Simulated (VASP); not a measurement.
# AlSi4NO8 in VASP: notebook

AlSi4NO8 is run at these levels: PBE; tasks: single point.

All numbers are computed with VASP 6.6.1; they aren't measurements. Logs are shortened: lines on timing, memory, paths and dates and some standing lists are left out, and cuts for length are marked.

## Step 1: The cell of the first run

The cell holds an amorphous packing of atoms, 14 atoms: a = 5.758 Å, b = 5.906 Å, c = 5.975 Å, α = 91.49°, β = 89.29°, γ = 92.14°.

## Step 2: Single point, PBE

Contents of INCAR:

```
ALGO = Normal
EDIFF = 1E-7
ENCUT = 520
GGA = PE
ISIF = 2
ISMEAR = -1
ISYM = 0
LASPH = True
LCHARG = False
LREAL = False
LWAVE = False
NBANDS = 49
NELM = 80
PREC = Accurate
SIGMA = 0.2482
```

Contents of KPOINTS:

```
Automatic mesh
0
Gamma
  1 1 1
  0.25 0.25 0.25
```

Contents of POSCAR:

```
AlSi4NO8
1.0
    5.7572110000     -0.1084800000      0.0355500000
   -0.1084800000      5.9047110000     -0.0767980000
    0.0355500000     -0.0767980000      5.9747940000
Si O Al N
4 8 1 1
Direct
    0.4139753679      0.3158916075      0.4620641347
    0.8006294303      0.3108098116     -0.0351593384
    0.2936796405      0.1224813399      0.0530553875
    0.4106571705      0.7625562335      0.6468669767
    0.2636029145     -0.1151200019      0.8739291983
    0.8365413430      0.4169251555      0.6945434392
    0.8003415422      0.4069963303      0.2062118564
    0.5285019593      0.2071322065      0.9484221706
    0.3182916406      1.0295089308      0.3203655154
    1.0276433005      0.1801515462     -0.0224605971
    0.6937376363      0.7967552855      0.6024771464
    0.2720753485      0.5199113314      0.7112740409
    0.7947909871      0.5417610591      0.4613734543
    0.4429416144      0.5574142922      0.3425869960
```

Potentials or basis: VASP PAW PBE potentials, release 64 (Si, O, Al, N).

On the command line:

```bash
cat potpaw_PBE.64/Si/POTCAR potpaw_PBE.64/O/POTCAR potpaw_PBE.64/Al/POTCAR potpaw_PBE.64/N/POTCAR > POTCAR
mpirun -np 1 vasp_std > vasp.out
```

OUTCAR:

```text
EDIFF = 1E-7
   ENCUT = 520
   GGA = PE
   ISIF = 2
   ISMEAR = -1
   ISYM = 0
   LASPH = True
   LREAL = False
   NELM = 80
   PREC = Accurate

 ion  position               nearest neighbor table
   1  0.414  0.316  0.462-  14 1.61   9 1.94  12 2.07  13 2.52   3 2.76   4 2.83
   2  0.801  0.311  0.965-   7 1.54  10 1.55   8 1.66   6 1.75   3 3.13   3 3.14  13 3.23
   3  0.294  0.122  0.053-   8 1.55  10 1.65   9 1.71   5 1.75   1 2.76   2 3.13   2 3.14
   4  0.411  0.763  0.647-  11 1.65  12 1.67   5 1.75  14 2.17  13 2.81   1 2.83
   5  0.264  0.885  0.874-   4 1.75   3 1.75
   6  0.837  0.417  0.695-  13 1.62   2 1.75
   7  0.800  0.407  0.206-   2 1.54  13 1.70
   8  0.529  0.207  0.948-   3 1.55   2 1.66
   9  0.318  0.030  0.320-   3 1.71   1 1.94
  10  0.028  0.180  0.978-   2 1.55   3 1.65
  11  0.694  0.797  0.602-   4 1.65  13 1.82
  12  0.272  0.520  0.711-   4 1.67   1 2.07
  13  0.795  0.542  0.461-   6 1.62   7 1.70  11 1.82  14 2.16   1 2.52   4 2.81   2 3.23
  14  0.443  0.557  0.343-   1 1.61  13 2.16   4 2.17

IMPORTANT INFORMATION: All symmetrisations will be switched off!
NOSYMM: (Re-)initialisation of all symmetry stuff for point group C_1.

----------------------------------------------------------------------------------------

                                     Primitive cell

  volume of cell :     203.0000

  direct lattice vectors                    reciprocal lattice vectors
     5.757211000 -0.108480000  0.035550000     0.173761254  0.003179387 -0.000993012
    -0.108480000  5.904711000 -0.076798000     0.003179387  0.169442791  0.002159044
     0.035550000 -0.076798000  5.974794000    -0.000993012  0.002159044  0.167403447

  length of vectors
     5.758342662  5.906206721  5.975393299     0.173793176  0.169486369  0.167420314

  position of ions in fractional coordinates (direct lattice)
     0.413975368  0.315891607  0.462064135
     0.800629430  0.310809812  0.964840662
     0.293679641  0.122481340  0.053055388
     0.410657171  0.762556233  0.646866977
     0.263602914  0.884879998  0.873929198
     0.836541343  0.416925156  0.694543439
     0.800341542  0.406996330  0.206211856
     0.528501959  0.207132206  0.948422171
     0.318291641  0.029508931  0.320365515
     0.027643301  0.180151546  0.977539403
     0.693737636  0.796755285  0.602477146
     0.272075349  0.519911331  0.711274041
     0.794790987  0.541761059  0.461373454
     0.442941614  0.557414292  0.342586996

  ion indices of the primitive-cell ions
   primitive index   ion index
                 1           1
                 2           2
                 3           3
                 4           4
                 5           5
                 6           6
                 7           7
                 8           8
                 9           9
                10          10
                11          11
                12          12
                13          13
                14          14

----------------------------------------------------------------------------------------

 KPOINTS: Automatic mesh

Automatic generation of k-mesh.
 Grid dimensions read from file:
 generate k-points for:    1    1    1

 Generating k-lattice:

  Cartesian coordinates                     Fractional coordinates (reciprocal lattice)
     0.173761254  0.003179387 -0.000993012     1.000000000 -0.000000000  0.000000000
     0.003179387  0.169442791  0.002159044    -0.000000000  1.000000000 -0.000000000
    -0.000993012  0.002159044  0.167403447    -0.000000000  0.000000000  1.000000000

  Length of vectors
     0.173793176  0.169486369  0.167420314

  Shift w.r.t. Gamma in fractional coordinates (k-lattice)
     0.250000000  0.250000000  0.250000000

 Subroutine IBZKPT returns following result:
 ===========================================

 Found      1 irreducible k-points:

 Following reciprocal coordinates:
            Coordinates               Weight
  0.250000  0.250000  0.250000      2.000000
   k-points           NKPTS =      1   k-points in BZ     NKDIM =      1   number of bands    NBANDS=     49
   number of dos      NEDOS =    301   number of ions     NIONS =     14
   total plane-waves  NPLWV = 110592
   dimension x,y,z NGX =    48 NGY =   48 NGZ =   48
   dimension x,y,z NGXF=    96 NGYF=   96 NGZF=   96
   ions per type =               4   8   1   1
   NGX,Y,Z   is equivalent  to a cutoff of  13.86, 13.51, 13.35 a.u.
   NGXF,Y,Z  is equivalent  to a cutoff of  27.72, 27.02, 26.71 a.u.
 SYSTEM =  unknown system
   PREC   = accura    normal or accurate (medium, high low for compatibility)
   ISTART =      0    job   : 0-new  1-cont  2-samecut
   ICHARG =      2    charge: 1-file 2-atom 10-const
   ISPIN  =      1    spin polarized calculation?
   LNONCOLLINEAR =      F non collinear calculations
   LSORBIT =      F    spin-orbit coupling
   LASPH  =      T    aspherical Exc in radial PAW
   ENCUT  =  520.0 eV  38.22 Ry    6.18 a.u.  10.71 10.98 11.11*2*pi/ulx,y,z
   NELM   =     80;   NELMIN=  2; NELMDL= -5     # of ELM steps
   EDIFF  = 0.1E-06   stopping-criterion for ELM
   LREAL  =      F    real-space projection
   EDIFFG = 0.1E-05   stopping-criterion for IOM
   NSW    =      0    number of steps for IOM
   IBRION =     -1    ionic relax: 0-MD 1-quasi-New 2-CG
   NFREE  =      0    steps in history (QN), initial steepest desc. (CG)
   ISIF   =      2    stress and relaxation
   ISYM   =      0    0-nonsym 1-usesym 2-fastsym
   POTIM  = 0.5000    time-step for ionic-motion
   TEBEG  =    0.0;   TEEND  =   0.0 temperature during run
   PSTRESS=    0.0 pullay stress
   NELECT =      72.0000    total number of electrons
   NUPDOWN=      -1.0000    fix difference up-down
   EMIN   =  10.00;   EMAX   =-10.00  energy-range for DOS
   EFERMI =   0.00;   METHOD = LEGACY
   ISMEAR =    -1;   SIGMA  =   0.25  broadening in eV -4-tet -1-fermi 0-gaus
   EFERMI_NEDOS =   21; number of points for ismear=-14 and -15
   IALGO  =     38    algorithm
   IMIX   =      4    mixing-type and parameters
     AMIX     =   0.40;   BMIX     =  1.00
     AMIX_MAG =   1.60;   BMIX_MAG =  1.00
  volume/ion in A,a.u.               =      14.50        97.85
  Fermi-wavevector in a.u.,A,eV,Ry     =   1.158832  2.189874 18.271136  1.342891
  Thomas-Fermi vector in A             =   2.295430
   LORBIT       =      0    0 simple, 1 ext, 2 COOP (PROOUT), +10 PAW based schemes
   GGA     = PE    functional components
   LHFCALC =     F    Hartree Fock is set to
   AEXX    =    0.0000 exact exchange contribution
   IVDW    =     0    specifies the selected vdW correction
   LEPSILON=     F    determine dielectric tensor
   LRPA    =     F    only Hartree local field effects (RPA)
 non-spin polarized calculation
  energy-cutoff  :      520.00
  volume of cell :      203.00
 maximum number of plane-waves:      5470
 NGX is ok and might be reduce to    42
   NGX = 21   NGY = 21   NGZ = 23

 number of electron      71.9999988 magnetization

 Free energy of the ion-electron system (eV)
  ---------------------------------------------------
  ext. energy  EPLUGINS =         0.00000000
  ---------------------------------------------------
  free energy    TOTEN  =       -95.16890837 eV

  energy without entropy =      -94.59743402  energy(sigma->0) =      -94.88317119

 E-fermi :   2.5851     XC(G=0):  -8.6605

 val. band max:        2.2868258030   @ k =   0.2500   0.2500   0.2500
 cond. band min:       2.8715195595   @ k =   0.2500   0.2500   0.2500
 fundamental gap:      0.5846937565
 Fermi energy:         2.5851238694

 k-point     1 :       0.2500    0.2500    0.2500
  band No.  band energies     occupation
      1     -18.6178      2.00000
      2     -17.8174      2.00000
      3     -17.1937      2.00000
      4     -16.9375      2.00000
      5     -16.5873      2.00000
      6     -16.1564      2.00000
[... 40 lines left out ...]
     47      10.1525      0.00000
     48      10.5398      0.00000
 [bands above 48 left out]

------------------------ aborting loop because EDIFF is reached ----------------------------------------

  FORCE on cell =-STRESS in cart. coord.  units (eV):
  Direction    XX          YY          ZZ          XY          YZ          ZX
  --------------------------------------------------------------------------------------
  -------------------------------------------------------------------------------------
  Total        5.6952617      6.8811098     -4.1740745     -0.7862059     -4.1789161      0.0346584
  in kB       44.9498489     54.3091543    -32.9438797     -6.2051298    -32.9820925      0.2735412
  external PRESSURE =      22.1050412 kB  Pullay stress =       0.0000000 kB

 VOLUME and BASIS-vectors are now :
 -----------------------------------------------------------------------------
  energy-cutoff  :      520.00
  volume of cell :      203.00
      direct lattice vectors                 reciprocal lattice vectors
     5.757211000 -0.108480000  0.035550000     0.173761254  0.003179387 -0.000993012
    -0.108480000  5.904711000 -0.076798000     0.003179387  0.169442791  0.002159044
     0.035550000 -0.076798000  5.974794000    -0.000993012  0.002159044  0.167403447

 POSITION                                       TOTAL-FORCE (eV/Angst)
 -----------------------------------------------------------------------------------
      2.36550      1.78486      2.75120        -2.672064     -1.572288      2.207021
      4.60998      1.67429      5.76932        -1.594818      1.080763     -5.131042
      1.67938      0.68728      0.31803        -3.075700     -4.098258     -1.673169
      2.30451      4.40845      3.82093         0.047871     -0.935711      1.496619
      1.45269      5.12925      5.16296         2.124067     -0.435032     -1.600808
      4.79561      2.31773      4.14747        -0.431180     -3.096794      4.560572
      4.57092      2.30054      1.22927         1.280514      2.312967      2.669088
      3.05394      1.09289      5.66951         2.781541      1.355030     -0.757393
      1.84066      0.11511      1.92317         0.267414      3.160555      0.596317
      0.17436      0.98567      5.82774         3.415226     -1.412113      0.742010
      3.92898      4.58308      3.56315        -0.937996      1.393551      0.333051
      1.53528      2.98579      4.21946         0.790487     -2.000556     -1.097238
      4.53341      3.07729      2.74326        -1.669462      2.717922     -1.267772
      2.50182      3.21701      2.01982        -0.325899      1.529964     -1.077256
 -----------------------------------------------------------------------------------
    total drift:                                0.000304     -0.000397     -0.000070

  FREE ENERGIE OF THE ION-ELECTRON SYSTEM (eV)
  ---------------------------------------------------
  free  energy   TOTEN  =       -95.1689083675 eV

  energy  without entropy=      -94.5974340212  energy(sigma->0) =      -94.88317119
```

It took 52 s on 1 thread of Intel Xeon 8259CL, shared host; peak memory 0.32 GiB.

Results:

* Free energy: -95.1689 eV
* Pressure: 2.2 GPa
* Largest force: 5.529 eV/Å
* Band gap on the k mesh: 0.58 eV

Forces in eV/Å, atoms in the order of the input:
```
Si  -2.672 -1.572  2.207
Si  -1.595  1.081 -5.131
Si  -3.076 -4.098 -1.673
Si   0.048 -0.936  1.497
O    2.124 -0.435 -1.601
O   -0.431 -3.097  4.561
O    1.281  2.313  2.669
O    2.782  1.355 -0.757
O    0.267  3.161  0.596
O    3.415 -1.412  0.742
O   -0.938  1.394  0.333
O    0.790 -2.001 -1.097
Al  -1.669  2.718 -1.268
N   -0.326  1.530 -1.077
```

Stress tensor (GPa, compression positive):
```
 4.49 -0.62  0.03
-0.62  5.43 -3.30
 0.03 -3.30 -3.29
```

Caveat: the k points lie up to 1.09 Å⁻¹ apart.

[end of part 1 of 2]
